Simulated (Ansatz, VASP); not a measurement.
**CuAu: VASP beside Ansatz**

```
Cu Au
1.0
     2.84200    0.00000    0.00000
     0.00000    2.84200    0.00000
     0.00000    0.00000    3.78010
Cu Au
1 1
Direct
  0.50000 0.50000 0.50000
  0.00000 0.00000 0.00000
```

Change from the starting cell: strain +0.015 along x and y, +0.030 along z, atoms carried along.

Alike in both runs: task single point; functional PBEsol; k mesh 18 × 18 × 14; occupations gaussian, width 0.15 eV; no spin polarisation.

|  | VASP | Ansatz |
| --- | --- | --- |
| version | VASP 6.6.1 | Ansatz 0.2.0 |
| potentials or method | VASP PAW PBE potentials, release 64 (Cu, Au), cutoff 520 eV | scalar-relativistic, plane waves, PAW |
| valence electrons in the cell | 22 | 38 |

```tsv
	VASP	Ansatz	Ansatz less VASP
gap on the k mesh at the Fermi level (eV)	none	none	-
pressure (GPa)	-9.9	-10.0	-0.04
traceless stress, the component that is largest in VASP (GPa)	-0.51	-0.55	-0.041
```

VASP's potentials were made for PBE, not for PBEsol. A gap of «none» marks a metal or a gap that the smearing closes. VASP's potentials hold 22 valence electrons a cell and Ansatz's 38, so a difference there can come from the potentials and not from the codes.

Spin-orbit coupling is off throughout.
